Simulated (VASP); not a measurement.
# MgI2 in VASP: single point with PBE+D3(BJ)

Aim: the single point of MgI2 with PBE+D3(BJ).

All numbers are computed with VASP 6.6.1; they aren't measurements. Logs are shortened: lines on timing, memory, paths and dates and some standing lists are left out, and cuts for length are marked.

### 1 The cell of the first run

The cell holds a slab with vacuum, 6 atoms: a = 4.131 Å, b = 4.131 Å, c = 24.227 Å, α = 90.00°, β = 90.00°, γ = 120.00°.

### 2 Single point, PBE+D3(BJ)

Contents of INCAR:

```
ALGO     = Normal         # electronic algorithm
DIPOL    = 0.5 0.5 0.404
EDIFF    = 1E-7           # SCF threshold, eV
ENCUT    = 520            # plane-wave cutoff, eV
GGA      = PE             # functional
IDIPOL   = 3            
ISIF     = 2              # what is computed and relaxed
ISMEAR   = 0              # smearing method
IVDW     = 12             # dispersion correction
LASPH    = True           # aspherical terms in the spheres
LCHARG   = True           # write CHGCAR
LDIPOL   = True         
LELF     = True           # ELF
LREAL    = False          # projectors in reciprocal space
LVACPOTAV= True         
LVHAR    = True         
LWAVE    = False          # write WAVECAR
NBANDS   = 25             # bands
NELM     = 100            # most SCF steps
PREC     = Accurate       # precision mode
SIGMA    = 0.05           # smearing width, eV
```

Contents of KPOINTS:

```
k-points
0
Gamma
  9 9 1
```

Contents of POSCAR:

```
MgI2
1.0
    4.1311066128      0.0000000000      0.0000000000
   -2.0655533064      3.5776432724      0.0000000000
    0.0000000000      0.0000000000     24.2265084657
I Mg
4 2
Direct
    0.3333333333      0.6666666667      0.1857469477
    0.6666666667      0.3333333333      0.3245723272
    0.6666666667      0.5555555556      0.4826636182
    1.0000000000      0.2222222222      0.6214889978
    0.0000000000      0.0000000000      0.2551596374
    0.3333333333     -0.1111111111      0.5520763080
```

Potentials or basis: VASP PAW PBE potentials, release 64 (I, Mg).

Started as:

```bash
$ cat potpaw_PBE.64/I/POTCAR potpaw_PBE.64/Mg/POTCAR > POTCAR
$ mpirun -np 1 vasp_std > vasp.out
```

OUTCAR:

```text
EDIFF = 1E-7
   ENCUT = 520
   GGA = PE
   ISIF = 2
   ISMEAR = 0
   IVDW = 12
   LASPH = True
   LREAL = False
   NELM = 100
   PREC = Accurate
 IVDW          = 12

 ion  position               nearest neighbor table
   1  0.333  0.667  0.186-   5 2.92   5 2.92   5 2.92
   2  0.667  0.333  0.325-   5 2.92   5 2.92   5 2.92
   3  0.667  0.556  0.483-   6 2.92   6 2.92   6 2.92
   4  0.000  0.222  0.621-   6 2.92   6 2.92   6 2.92
   5  0.000  0.000  0.255-   1 2.92   1 2.92   1 2.92   2 2.92   2 2.92   2 2.92
   6  0.333  0.889  0.552-   3 2.92   4 2.92   3 2.92   4 2.92   3 2.92   4 2.92

  LATTYP: Found a hexagonal cell.
 ALAT       =     4.1311066128
 C/A-ratio  =     5.8644113397

  Lattice vectors:

 A1 = (   4.1311066128,   0.0000000000,   0.0000000000)
 A2 = (  -2.0655533064,   3.5776432724,   0.0000000000)
 A3 = (   0.0000000000,   0.0000000000,  24.2265084657)

Analysis of symmetry for initial positions (statically):
=====================================================================
 Subroutine PRICEL returns:
 Original cell was already a primitive cell.

 Routine SETGRP: Setting up the symmetry group for a
 hexagonal supercell.

 Subroutine GETGRP returns: Found  2 space group operations
 (whereof  1 operations were pure point group operations)
 out of a pool of 24 trial point group operations.

The static configuration has the point symmetry C_1 .
 The point group associated with its full space group is S_2 .

Analysis of symmetry for dynamics (positions and initial velocities):
=====================================================================
 Subroutine PRICEL returns:
 Original cell was already a primitive cell.

 Routine SETGRP: Setting up the symmetry group for a
 hexagonal supercell.

 Subroutine GETGRP returns: Found  2 space group operations
 (whereof  1 operations were pure point group operations)
 out of a pool of 24 trial point group operations.

The dynamic configuration has the point symmetry C_1 .
 The point group associated with its full space group is S_2 .

 Subroutine INISYM returns: Found  2 space group operations
 (whereof  1 operations are pure point group operations),
 and found     1 'primitive' translations

----------------------------------------------------------------------------------------

                                     Primitive cell

  volume of cell :     358.0587

  direct lattice vectors                    reciprocal lattice vectors
     4.131106613  0.000000000  0.000000000     0.242065890  0.139756807  0.000000000
    -2.065553306  3.577643272  0.000000000     0.000000000  0.279513614  0.000000000
     0.000000000  0.000000000 24.226508466     0.000000000  0.000000000  0.041277099

  length of vectors
     4.131106613  4.131106613 24.226508466     0.279513614  0.279513614  0.041277099

  position of ions in fractional coordinates (direct lattice)
     0.333333333  0.666666667  0.185746948
     0.666666667  0.333333333  0.324572327
     0.666666667  0.555555556  0.482663618
     1.000000000  0.222222222  0.621488998
     0.000000000  0.000000000  0.255159637
     0.333333333  0.888888889  0.552076308

  ion indices of the primitive-cell ions
   primitive index   ion index
                 1           1
                 2           2
                 3           3
                 4           4
                 5           5
                 6           6

----------------------------------------------------------------------------------------

 KPOINTS: k-points

Automatic generation of k-mesh.
 Grid dimensions read from file:
 generate k-points for:    9    9    1

 Generating k-lattice:

  Cartesian coordinates                     Fractional coordinates (reciprocal lattice)
     0.026896210  0.015528534  0.000000000     0.111111111 -0.000000000  0.000000000
     0.000000000  0.031057068  0.000000000     0.000000000  0.111111111  0.000000000
     0.000000000  0.000000000  0.041277099     0.000000000  0.000000000  1.000000000

  Length of vectors
     0.031057068  0.031057068  0.041277099

  Shift w.r.t. Gamma in fractional coordinates (k-lattice)
     0.000000000  0.000000000  0.000000000

 Subroutine IBZKPT returns following result:
 ===========================================

 Found     41 irreducible k-points:

 Following reciprocal coordinates:
            Coordinates               Weight
  0.000000  0.000000  0.000000      1.000000
  0.111111  0.000000  0.000000      2.000000
  0.000000  0.111111  0.000000      2.000000
 -0.111111  0.111111  0.000000      2.000000
  0.222222  0.000000  0.000000      2.000000
  0.000000  0.222222  0.000000      2.000000
[... 16 lines left out ...]
  0.333333  0.111111  0.000000      2.000000
 -0.111111  0.444444  0.000000      2.000000
 [... further k-points ...]
   k-points           NKPTS =     41   k-points in BZ     NKDIM =     41   number of bands    NBANDS=     25
   number of dos      NEDOS =    301   number of ions     NIONS =      6
   total plane-waves  NPLWV = 184320
   dimension x,y,z NGX =    32 NGY =   32 NGZ =  180
   dimension x,y,z NGXF=    64 NGYF=   64 NGZF=  360
   ions per type =               4   2
   NGX,Y,Z   is equivalent  to a cutoff of  12.88, 12.88, 12.35 a.u.
   NGXF,Y,Z  is equivalent  to a cutoff of  25.76, 25.76, 24.70 a.u.
 SYSTEM =  unknown system
   PREC   = accura    normal or accurate (medium, high low for compatibility)
   ISTART =      0    job   : 0-new  1-cont  2-samecut
   ICHARG =      2    charge: 1-file 2-atom 10-const
   ISPIN  =      1    spin polarized calculation?
   LNONCOLLINEAR =      F non collinear calculations
   LSORBIT =      F    spin-orbit coupling
   LASPH  =      T    aspherical Exc in radial PAW
   ENCUT  =  520.0 eV  38.22 Ry    6.18 a.u.   7.68  7.68 45.05*2*pi/ulx,y,z
   NELM   =    100;   NELMIN=  2; NELMDL= -5     # of ELM steps
   EDIFF  = 0.1E-06   stopping-criterion for ELM
   LREAL  =      F    real-space projection
   EDIFFG = 0.1E-05   stopping-criterion for IOM
   NSW    =      0    number of steps for IOM
   IBRION =     -1    ionic relax: 0-MD 1-quasi-New 2-CG
   NFREE  =      0    steps in history (QN), initial steepest desc. (CG)
   ISIF   =      2    stress and relaxation
   ISYM   =      2    0-nonsym 1-usesym 2-fastsym
   POTIM  = 0.5000    time-step for ionic-motion
   TEBEG  =    0.0;   TEEND  =   0.0 temperature during run
   PSTRESS=    0.0 pullay stress
   NELECT =      32.0000    total number of electrons
   NUPDOWN=      -1.0000    fix difference up-down
   EMIN   =  10.00;   EMAX   =-10.00  energy-range for DOS
   EFERMI =   0.00;   METHOD = LEGACY
   ISMEAR =     0;   SIGMA  =   0.05  broadening in eV -4-tet -1-fermi 0-gaus
   EFERMI_NEDOS =   21; number of points for ismear=-14 and -15
   IALGO  =     38    algorithm
   IMIX   =      4    mixing-type and parameters
     AMIX     =   0.40;   BMIX     =  1.00
     AMIX_MAG =   1.60;   BMIX_MAG =  1.00
  volume/ion in A,a.u.               =      59.68       402.72
  Fermi-wavevector in a.u.,A,eV,Ry     =   0.731936  1.383159  7.289063  0.535731
  Thomas-Fermi vector in A             =   1.824276
   LORBIT       =      0    0 simple, 1 ext, 2 COOP (PROOUT), +10 PAW based schemes
   GGA     = PE    functional components
   LHFCALC =     F    Hartree Fock is set to
   AEXX    =    0.0000 exact exchange contribution
   IVDW    =    12    specifies the selected vdW correction
   LEPSILON=     F    determine dielectric tensor
   LRPA    =     F    only Hartree local field effects (RPA)
 non-spin polarized calculation
 Gauss-broadening in eV      SIGMA  =   0.05
  energy-cutoff  :      520.00
  volume of cell :      358.06
 maximum number of plane-waves:      9709
   NGX = 15   NGY = 15   NGZ = 91

 number of electron      32.0000001 magnetization

 dipolmoment           0.000000      0.000000     -0.000001 electrons x Angstroem

 Free energy of the ion-electron system (eV)
  ---------------------------------------------------
  ext. energy  EPLUGINS =         0.00000000
  ---------------------------------------------------
  free energy    TOTEN  =       -15.39718096 eV

  energy without entropy =      -15.39718096  energy(sigma->0) =      -15.39718096

 E-fermi :  -1.1863     XC(G=0):  -5.0842

 val. band max:       -1.4101177835   @ k =   0.0000   0.0000   0.0000
 cond. band min:       2.1228487692   @ k =  -0.4444   0.4444   0.0000
 fundamental gap:      3.5329665527
 Fermi energy:        -1.1863400558

 k-point     1 :       0.0000    0.0000    0.0000
  band No.  band energies     occupation
      1     -13.3948      2.00000
      2     -13.3314      2.00000
      3     -12.8731      2.00000
      4     -12.7984      2.00000
      5      -4.7324      2.00000
      6      -4.3382      2.00000
[... 17 lines left out ...]
     24       5.2998      0.00000
     25       5.3349      0.00000

 k-point     2 :       0.1111    0.0000    0.0000
  band No.  band energies     occupation
      1     -13.3315      2.00000
      2     -13.2680      2.00000
      3     -12.8322      2.00000
      4     -12.7586      2.00000
      5      -4.6653      2.00000
      6      -4.2883      2.00000
[... 17 lines left out ...]
     24       5.2931      0.00000
     25       5.5372      0.00000

 k-point     3 :       0.0000    0.1111    0.0000
  band No.  band energies     occupation
      1     -13.3312      2.00000
      2     -13.2681      2.00000
      3     -12.8319      2.00000
      4     -12.7589      2.00000
      5      -4.6635      2.00000
      6      -4.2906      2.00000
[... 552 lines left out ...]
 k-point    23 :       0.3333    0.1111    0.0000
  band No.  band energies     occupation
      1     -12.8032      2.00000
      2     -12.7363      2.00000
      3     -12.5629      2.00000
      4     -12.5035      2.00000
      5      -4.7588      2.00000
      6      -4.6966      2.00000
[... 17 lines left out ...]
     24       5.3897      0.00000
     25       5.6338      0.00000

 k-point    24 :      -0.1111    0.4444    0.0000
  band No.  band energies     occupation
      1     -12.7996      2.00000
      2     -12.7383      2.00000
      3     -12.5609      2.00000
      4     -12.5069      2.00000
      5      -4.7719      2.00000
      6      -4.6901      2.00000
[... 17 lines left out ...]
     24       5.5188      0.00000
     25       5.7097      0.00000

 [... further k-points ...]

------------------------ aborting loop because EDIFF is reached ----------------------------------------

 Edisp (eV)   -1.59533

 E8    (eV) :    -0.7323

  FORCE on cell =-STRESS in cart. coord.  units (eV):
  Direction    XX          YY          ZZ          XY          YZ          ZX
  --------------------------------------------------------------------------------------
  -------------------------------------------------------------------------------------
  Total      -0.26016    -0.19273     0.13953    -0.00792     0.16773    -0.09160
  in kB      -1.16412    -0.86241     0.62433    -0.03545     0.75052    -0.40987
  external pressure =       -0.47 kB  Pullay stress =        0.00 kB

 VOLUME and BASIS-vectors are now :
 -----------------------------------------------------------------------------
  energy-cutoff  :      520.00
  volume of cell :      358.06
      direct lattice vectors                 reciprocal lattice vectors
     4.131106613  0.000000000  0.000000000     0.242065890  0.139756807  0.000000000
    -2.065553306  3.577643272  0.000000000     0.000000000  0.279513614  0.000000000
     0.000000000  0.000000000 24.226508466     0.000000000  0.000000000  0.041277099

 POSITION                                       TOTAL-FORCE (eV/Angst)
 -----------------------------------------------------------------------------------
     -0.00000      2.38510      4.50000         0.000570     -0.001924      0.014517
      2.06555      1.19255      7.86325         0.026547     -0.042411     -0.080148
      1.60654      1.98758     11.69325        -0.026547      0.042411      0.080148
     -0.45901      0.79503     15.05651        -0.000570      0.001924     -0.014517
      0.00000      0.00000      6.18163        -0.002252      0.002070     -0.001086
     -0.45901      3.18013     13.37488         0.002252     -0.002070      0.001086
 -----------------------------------------------------------------------------------
    total drift:                               -0.000000      0.000000     -0.000045

  FREE ENERGIE OF THE ION-ELECTRON SYSTEM (eV)
  ---------------------------------------------------
  free  energy   TOTEN  =       -16.9925144325 eV

  energy  without entropy=      -16.9925144325  energy(sigma->0) =      -16.99251443

 vacuum level on the upper side and lower side of the slab         4.922         4.922
```

Wall time 13 min (1 thread of Oxide Virtual Turin-like, shared host); peak memory 0.6 GiB.

Results:

```yaml
Free_energy: -16.9925 eV
Largest_force: 0.094 eV/Å
Band_gap_on_the_k_mesh: 3.53 eV, indirect (least direct gap 3.93 eV)
Dispersion_energy_per_atom: -0.266 eV
```

Forces on the atoms (eV/Å):
```
I    0.001 -0.002  0.015
I    0.027 -0.042 -0.080
I   -0.027  0.042  0.080
I   -0.001  0.002 -0.015
Mg  -0.002  0.002 -0.001
Mg   0.002 -0.002  0.001
```

Caveat: spin-orbit coupling is left out, which moves the levels of the heavy elements.
